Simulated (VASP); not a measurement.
# Si (P6_3/mmc) in VASP: relaxation of the atoms with r2SCAN

Aim: the relaxation of the atoms of Si with r2SCAN.

All numbers are computed with VASP 6.6.1; they aren't measurements. Logs are shortened: lines on timing, memory, paths and dates and some standing lists are left out, and cuts for length are marked.

## Step 1: The cell of the first run

It takes space group P6_3/mmc (No. 194, hexagonal). Conventional cell: a = 3.851 Å, b = 3.851 Å, c = 6.335 Å, α = 90.00°, β = 90.00°, γ = 120.00°. Within 3.1 Å of Si (site symmetry 3m) lie 4 Si at 2.36 to 2.37 Å.

This isn't the form of Si at room conditions, which is diamond.

## Step 2: Relaxation of the atoms, r2SCAN (strained cell)

File POSCAR:

```
Si
1.0
    3.8512048931      0.0000000000      0.0000000000
   -1.9256024465      3.3352412726      0.0000000000
    0.0000000000      0.0000000000      6.3348653510
Si
4
Direct
    0.3333333333      0.6666666667     -0.0004342955
    0.6666666667      0.3333333333      0.4995657045
    0.3333333333      0.6666666667      0.3744342955
    0.6666666667      0.3333333333      0.8744342955
```

File INCAR.step1:

```
SYSTEM = Si
  PREC = Accurate
  ENCUT = 520
  ISMEAR = 0
  SIGMA = 0.02
  LREAL = .False.
  LASPH = .True.
  NELM = 80
  GGA = PE
  ALGO = Normal
  EDIFF = 1E-4
  LWAVE = .True.
  LCHARG = .False.
```

File INCAR.step2:

```
SYSTEM = Si
  PREC = Accurate
  ENCUT = 520
  EDIFF = 1E-7
  ISMEAR = 0
  SIGMA = 0.02
  LREAL = .False.
  LASPH = .True.
  NELM = 80
  ALGO = Normal
  ISIF = 2
  LWAVE = .False.
  LCHARG = .False.
  METAGGA = R2SCAN
  LMIXTAU = .True.
  IBRION = 2
  NSW = 60
  EDIFFG = -0.002
  ISTART = 1
```

File KPOINTS:

```
Automatic mesh
0
Gamma
  9 9 4
  0 0 0
```

Potentials or basis: VASP PAW PBE potentials, release 64 (Si).

On the command line:

```sh
cat potpaw_PBE.64/Si/POTCAR > POTCAR
cp INCAR.step1 INCAR
mpirun -np 1 vasp_std > vasp.out
cp INCAR.step2 INCAR
mpirun -np 1 vasp_std > vasp.out
```

OUTCAR:

```text
SYSTEM = Si
   PREC = Accurate
   ENCUT = 520
   EDIFF = 1E-7
   ISMEAR = 0
   LREAL = .False.
   LASPH = .True.
   NELM = 80
   ISIF = 2
   METAGGA = R2SCAN
   IBRION = 2
   NSW = 60
   EDIFFG = -0.002
   ISTART = 1

 ion  position               nearest neighbor table
   1  0.333  0.667  1.000-   4 2.36   4 2.36   4 2.36   3 2.37
   2  0.667  0.333  0.500-   3 2.36   3 2.36   3 2.36   4 2.37
   3  0.333  0.667  0.374-   2 2.36   2 2.36   2 2.36   1 2.37
   4  0.667  0.333  0.874-   1 2.36   1 2.36   1 2.36   2 2.37

  LATTYP: Found a hexagonal cell.
 ALAT       =     3.8512048931
 C/A-ratio  =     1.6449047835

  Lattice vectors:

 A1 = (   3.8512048931,   0.0000000000,   0.0000000000)
 A2 = (  -1.9256024465,   3.3352412726,   0.0000000000)
 A3 = (   0.0000000000,   0.0000000000,   6.3348653510)

Analysis of symmetry for initial positions (statically):
=====================================================================
 Subroutine PRICEL returns:
 Original cell was already a primitive cell.

 Routine SETGRP: Setting up the symmetry group for a
 hexagonal supercell.

 Subroutine GETGRP returns: Found 24 space group operations
 (whereof  6 operations were pure point group operations)
 out of a pool of 24 trial point group operations.

The static configuration has the point symmetry C_3v.
 The point group associated with its full space group is D_6h.

Analysis of symmetry for dynamics (positions and initial velocities):
=====================================================================
 Subroutine PRICEL returns:
 Original cell was already a primitive cell.

 Routine SETGRP: Setting up the symmetry group for a
 hexagonal supercell.

 Subroutine GETGRP returns: Found 24 space group operations
 (whereof  6 operations were pure point group operations)
 out of a pool of 24 trial point group operations.

The dynamic configuration has the point symmetry C_3v.
 The point group associated with its full space group is D_6h.

 Subroutine INISYM returns: Found 24 space group operations
 (whereof  6 operations are pure point group operations),
 and found     1 'primitive' translations

----------------------------------------------------------------------------------------

                                     Primitive cell

  volume of cell :      81.3694

  direct lattice vectors                    reciprocal lattice vectors
     3.851204893  0.000000000  0.000000000     0.259658997  0.149914192  0.000000000
    -1.925602446  3.335241273  0.000000000     0.000000000  0.299828384  0.000000000
     0.000000000  0.000000000  6.334865351     0.000000000  0.000000000  0.157856552

  length of vectors
     3.851204893  3.851204893  6.334865351     0.299828384  0.299828384  0.157856552

  position of ions in fractional coordinates (direct lattice)
     0.333333333  0.666666667  0.999565705
     0.666666667  0.333333333  0.499565705
     0.333333333  0.666666667  0.374434296
     0.666666667  0.333333333  0.874434296

  ion indices of the primitive-cell ions
   primitive index   ion index
                 1           1
                 2           2
                 3           3
                 4           4

----------------------------------------------------------------------------------------

 KPOINTS: Automatic mesh

Automatic generation of k-mesh.
 Grid dimensions read from file:
 generate k-points for:    9    9    4

 Generating k-lattice:

  Cartesian coordinates                     Fractional coordinates (reciprocal lattice)
     0.028851000  0.016657132  0.000000000     0.111111111 -0.000000000  0.000000000
     0.000000000  0.033314265  0.000000000     0.000000000  0.111111111  0.000000000
     0.000000000  0.000000000  0.039464138     0.000000000  0.000000000  0.250000000

  Length of vectors
     0.033314265  0.033314265  0.039464138

  Shift w.r.t. Gamma in fractional coordinates (k-lattice)
     0.000000000  0.000000000  0.000000000

 Subroutine IBZKPT returns following result:
 ===========================================

 Found     36 irreducible k-points:

 Following reciprocal coordinates:
            Coordinates               Weight
  0.000000  0.000000  0.000000      1.000000
  0.111111  0.000000  0.000000      6.000000
  0.222222  0.000000  0.000000      6.000000
  0.333333  0.000000  0.000000      6.000000
  0.444444  0.000000  0.000000      6.000000
  0.111111  0.111111  0.000000      6.000000
[... 16 lines left out ...]
  0.333333  0.222222  0.250000     24.000000
  0.333333  0.333333  0.250000      4.000000
 [... further k-points ...]
   k-points           NKPTS =     36   k-points in BZ     NKDIM =     36   number of bands    NBANDS=     12
   number of dos      NEDOS =    301   number of ions     NIONS =      4
   total plane-waves  NPLWV =  43200
   dimension x,y,z NGX =    30 NGY =   30 NGZ =   48
   dimension x,y,z NGXF=    60 NGYF=   60 NGZF=   96
   ions per type =               4
   NGX,Y,Z   is equivalent  to a cutoff of  12.95, 12.95, 12.60 a.u.
   NGXF,Y,Z  is equivalent  to a cutoff of  25.90, 25.90, 25.19 a.u.
 SYSTEM =  Si
   PREC   = accura    normal or accurate (medium, high low for compatibility)
   ISTART =      1    job   : 0-new  1-cont  2-samecut
   ICHARG =      0    charge: 1-file 2-atom 10-const
   ISPIN  =      1    spin polarized calculation?
   LNONCOLLINEAR =      F non collinear calculations
   LSORBIT =      F    spin-orbit coupling
   LASPH  =      T    aspherical Exc in radial PAW
   ENCUT  =  520.0 eV  38.22 Ry    6.18 a.u.   7.16  7.16 11.78*2*pi/ulx,y,z
   NELM   =     80;   NELMIN=  2; NELMDL=  0     # of ELM steps
   EDIFF  = 0.1E-06   stopping-criterion for ELM
   LREAL  =      F    real-space projection
   EDIFFG = -.2E-02   stopping-criterion for IOM
   NSW    =     60    number of steps for IOM
   IBRION =      2    ionic relax: 0-MD 1-quasi-New 2-CG
   NFREE  =      1    steps in history (QN), initial steepest desc. (CG)
   ISIF   =      2    stress and relaxation
   ISYM   =      2    0-nonsym 1-usesym 2-fastsym
   POTIM  = 0.5000    time-step for ionic-motion
   TEBEG  =    0.0;   TEEND  =   0.0 temperature during run
   PSTRESS=    0.0 pullay stress
   NELECT =      16.0000    total number of electrons
   NUPDOWN=      -1.0000    fix difference up-down
   EMIN   =  10.00;   EMAX   =-10.00  energy-range for DOS
   EFERMI =   0.00;   METHOD = LEGACY
   ISMEAR =     0;   SIGMA  =   0.02  broadening in eV -4-tet -1-fermi 0-gaus
   EFERMI_NEDOS =   21; number of points for ismear=-14 and -15
   IALGO  =     38    algorithm
   IMIX   =      4    mixing-type and parameters
     AMIX     =   0.40;   BMIX     =  1.00
     AMIX_MAG =   1.60;   BMIX_MAG =  1.00
  volume/ion in A,a.u.               =      20.34       137.28
  Fermi-wavevector in a.u.,A,eV,Ry     =   0.951980  1.798981 12.330491  0.906266
  Thomas-Fermi vector in A             =   2.080500
   LORBIT       =      0    0 simple, 1 ext, 2 COOP (PROOUT), +10 PAW based schemes
   METAGGA = R2SCAN    functional components
   LHFCALC =     F    Hartree Fock is set to
   AEXX    =    0.0000 exact exchange contribution
   IVDW    =     0    specifies the selected vdW correction
   LEPSILON=     F    determine dielectric tensor
   LRPA    =     F    only Hartree local field effects (RPA)
 conjugate gradient relaxation of ions
 non-spin polarized calculation
 Gauss-broadening in eV      SIGMA  =   0.02
  energy-cutoff  :      520.00
  volume of cell :       81.37
 maximum number of plane-waves:      2210
 NGX is ok and might be reduce to    30
   NGX = 15   NGY = 15   NGZ = 23

--------------------------------------- Ionic step        1  -------------------------------------------

 number of electron      16.0000001 magnetization

 Free energy of the ion-electron system (eV)
  ---------------------------------------------------
  ext. energy  EPLUGINS =         0.00000000
  ---------------------------------------------------
  free energy    TOTEN  =       -35.04416179 eV

  energy without entropy =      -35.04416179  energy(sigma->0) =      -35.04416179

------------------------ aborting loop because EDIFF is reached ----------------------------------------

  FORCE on cell =-STRESS in cart. coord.  units (eV):
  Direction    XX          YY          ZZ          XY          YZ          ZX
  --------------------------------------------------------------------------------------
  -------------------------------------------------------------------------------------
  Total       -0.6966176     -0.6966176     -0.2126313     -0.0000000     -0.0000000      0.0000000
  in kB      -13.7165149    -13.7165149     -4.1867451     -0.0000000     -0.0000000      0.0000000
  external PRESSURE =     -10.5399250 kB  Pullay stress =       0.0000000 kB
[... 61 lines left out ...]
  energy  without entropy=      -35.0441853108  energy(sigma->0) =      -35.04418531

--------------------------------------- Ionic step        3  -------------------------------------------

 number of electron      16.0000001 magnetization

 Free energy of the ion-electron system (eV)
  ---------------------------------------------------
  ext. energy  EPLUGINS =         0.00000000
  ---------------------------------------------------
  free energy    TOTEN  =       -35.04418774 eV

  energy without entropy =      -35.04418774  energy(sigma->0) =      -35.04418774

 E-fermi :   5.9489     XC(G=0):  -9.7872

 val. band max:        5.8289821218   @ k =   0.0000   0.0000   0.0000
 cond. band min:       6.4893698567   @ k =   0.4444   0.0000   0.0000
 fundamental gap:      0.6603877349
 Fermi energy:         5.9488878466

 k-point     1 :       0.0000    0.0000    0.0000
  band No.  band energies     occupation
      1      -6.8507      2.00000
      2      -4.4499      2.00000
      3      -1.6197      2.00000
      4       4.2157      2.00000
      5       4.2157      2.00000
      6       5.5073      2.00000
      7       5.8290      2.00000
      8       5.8290      2.00000
      9       7.1174      0.00000
     10       7.9925      0.00000
     11       7.9925      0.00000
     12       8.4745      0.00000
[... 331 lines left out ...]
 k-point    24 :       0.3333    0.3333    0.2500
  band No.  band energies     occupation
      1      -3.4496      2.00000
      2      -3.4496      2.00000
      3      -1.4344      2.00000
      4      -1.4344      2.00000
      5       0.6766      2.00000
      6       1.9658      2.00000
      7       2.9036      2.00000
      8       2.9036      2.00000
      9       7.7620      0.00000
     10       9.1043      0.00000
     11       9.1043      0.00000
     12      11.5517      0.00000

 [... further k-points ...]

------------------------ aborting loop because EDIFF is reached ----------------------------------------

  FORCE on cell =-STRESS in cart. coord.  units (eV):
  Direction    XX          YY          ZZ          XY          YZ          ZX
  --------------------------------------------------------------------------------------
  -------------------------------------------------------------------------------------
  Total       -0.7128894     -0.7128894     -0.1858942     -0.0000000      0.0000000      0.0000000
  in kB      -14.0369088    -14.0369088     -3.6602879     -0.0000000      0.0000000      0.0000000
  external PRESSURE =     -10.5780351 kB  Pullay stress =       0.0000000 kB
[... 19 lines left out ...]
  FREE ENERGIE OF THE ION-ELECTRON SYSTEM (eV)
  ---------------------------------------------------
  free  energy   TOTEN  =       -35.0441877408 eV

  energy  without entropy=      -35.0441877408  energy(sigma->0) =      -35.04418774

 reached required accuracy - stopping structural energy minimisation
```

Wall time 100 s (1 thread of AMD EPYC 9R45 (Zen 5), shared host); peak memory 0.18 GiB.

Results:

```yaml
Free_energy: -35.0442 eV
Energy_gained_by_relaxing: 0.0 meV/atom
Ionic_steps: 3
Pressure_after_relaxing: -1.1 GPa
Band_gap_on_the_k_mesh: 0.66 eV (least direct gap 1.29 eV)
```

Final structure:
```cif
data_structure
_symmetry_space_group_name_H-M 'P 1'
_symmetry_Int_Tables_number 1
_cell_length_a 3.8512
_cell_length_b 3.8512
_cell_length_c 6.3349
_cell_angle_alpha 90.000
_cell_angle_beta 90.000
_cell_angle_gamma 120.000
_cell_volume 81.37
loop_
_atom_site_label
_atom_site_type_symbol
_atom_site_fract_x
_atom_site_fract_y
_atom_site_fract_z
_atom_site_occupancy
Si1 Si 0.33333 0.66667 0.99968 1
Si2 Si 0.66667 0.33333 0.49968 1
Si3 Si 0.33333 0.66667 0.37432 1
Si4 Si 0.66667 0.33333 0.87432 1
```

Caveat: the cell differs from its parent crystal (strained cell); the PAW data sets were made with another functional, which shifts forces and pressure a little; an odd mesh through Γ misses points on the zone boundary, where band edges can lie.
